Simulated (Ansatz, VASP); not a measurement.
## Two plane-wave programs on Ni

INCAR

```
SYSTEM = Ni
PREC = Accurate ; ENCUT = 520
EDIFF = 1E-6 ; ISMEAR = -1
SIGMA = 0.05 ; LREAL = .FALSE.
LASPH = .TRUE. ; NELM = 150
ALGO = Normal ; ISIF = 2
LWAVE = .FALSE. ; LCHARG = .TRUE.
ISPIN = 2 ; MAGMOM = 0.623 0.671 0.671
LORBIT = 11 ; LMAXMIX = 4
GGA = PS ; LELF = .TRUE.
LVHAR = .TRUE. ; NBANDS = 26
```

Contents of KPOINTS:

```
regular mesh
0
G
  10 10 15
  0 0 0
```

The input POSCAR:

```
Ni
1.0
    3.8200950147      0.0000000000      0.0000000000
   -1.9100475073      3.3082993276      0.0000000000
    0.0000000000      0.0000000000      2.3134350064
Ni
3
Direct
    1.0000000000      1.0000000000      0.0000000000
    0.3333333333      0.6666666667      0.5000000000
    0.6666666667      0.3333333333      0.5000000000
```

Input for Ansatz:

```yaml
crystal:
  lattice:
    - [3.8200950147, 0.0, 0.0]
    - [-1.9100475073, 3.3082993276, 0.0]
    - [0.0, 0.0, 2.3134350064]
  atoms:
    - { symbol: Ni, position: [1.0, 1.0, 0.0], spin: 0.623 }
    - { symbol: Ni, position: [0.3333333333, 0.6666666667, 0.5], spin: 0.671 }
    - { symbol: Ni, position: [0.6666666667, 0.3333333333, 0.5], spin: 0.671 }
hamiltonian:
  xc: pbesol
  pseudopotentials:
    kind: paw
    azcp:
      Ni: "pseudopotentials/Ni.paw.azcp"
basis:
  ecutwfc: 420
  fft_grid_basis: typed
kpoints:
  mp_grid: { grid: [10, 10, 15], shift: [0, 0, 0] }
magnetization:
  spin_polarized: true
scf:
  occupations: { method: fermi_dirac, width: 0.05 }
  lower_state_search: "off"
output:
  stress: true
```

Alike in both runs: task single point; functional PBEsol; k mesh 10 × 10 × 15; occupations fermi-dirac, width 0.05 eV; collinear spin.

|  | VASP | Ansatz |
| --- | --- | --- |
| version | VASP 6.6.1 | Ansatz 0.2.0 |
| potentials or method | VASP PAW PBE potentials, release 64 (Ni), cutoff 520 eV | plane waves (420 eV) with PAW, scalar-relativistic |
| valence electrons in the cell | 30 | 54 |

|  | VASP | Ansatz | Ansatz less VASP |
| --- | --- | --- | --- |
| pressure (GPa) | 21.8 | 22.2 | +0.43 |
| traceless stress, the component that is largest in VASP (GPa) | -0.86 | -0.73 | +0.126 |
| net moment per atom (μB) | 0.57 | 0.58 | +0.012 |
| size of the moment on the site where the two differ most (μB) | 0.58 | 0.62 | +0.043 |

VASP's potentials were made for PBE, not for PBEsol, and Ansatz warns of the same on its side. Site moments also hang on the region over which each program counts them. VASP's potentials hold 30 valence electrons a cell and Ansatz's 54, so a difference there can come from the potentials and not from the codes.
